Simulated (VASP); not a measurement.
Input of a VASP 6.6.1 run:

File POSCAR:

```
Rh
1.0
    0.0000000000      2.6954609938      2.6954609938
    2.6954609938      0.0000000000      2.6954609938
    2.6954609938      2.6954609938      0.0000000000
Rh
2
Direct
    0.1250000000      0.1250000000      0.1250000000
    0.8750000000      0.8750000000      0.8750000000
```

Contents of INCAR.step1:

```
ALGO = Normal ; EDIFF = 1E-4
ENCUT = 520 ; GGA = PE
ISMEAR = -1 ; LASPH = True
LCHARG = False ; LREAL = False
LWAVE = True ; NBANDS = 22
NELM = 80 ; PREC = Accurate
SIGMA = 0.1
```

INCAR.step2

```
ALGO = Normal ; EDIFF = 1E-7
ENCUT = 520 ; ISIF = 2
ISMEAR = -1 ; ISTART = 1
LASPH = True ; LCHARG = True
LELF = True ; LMIXTAU = True
LREAL = False ; LVHAR = True
LWAVE = False ; METAGGA = R2SCAN
NBANDS = 22 ; NELM = 80
PREC = Accurate ; SIGMA = 0.1
```

Contents of KPOINTS:

```
k-points
0
Gamma
  11 11 11
```

Potentials or basis: VASP PAW PBE potentials, release 64 (Rh_pv).

Run with:

```sh
$ cat potpaw_PBE.64/Rh_pv/POTCAR > POTCAR
$ cp INCAR.step1 INCAR
$ mpirun -np 1 vasp_std > vasp.out
$ cp INCAR.step2 INCAR
$ mpirun -np 1 vasp_std > vasp.out
```

(1) Estimate the band gap on the k mesh.

(2) Estimate the pressure.

Answers

(1) zero (bands 15 and 16 overlap by 1.34 eV).

(2) 7.1 GPa.

Caveat: the cell stands under pressure; the PAW data sets were made with another functional, which shifts forces and pressure a little.
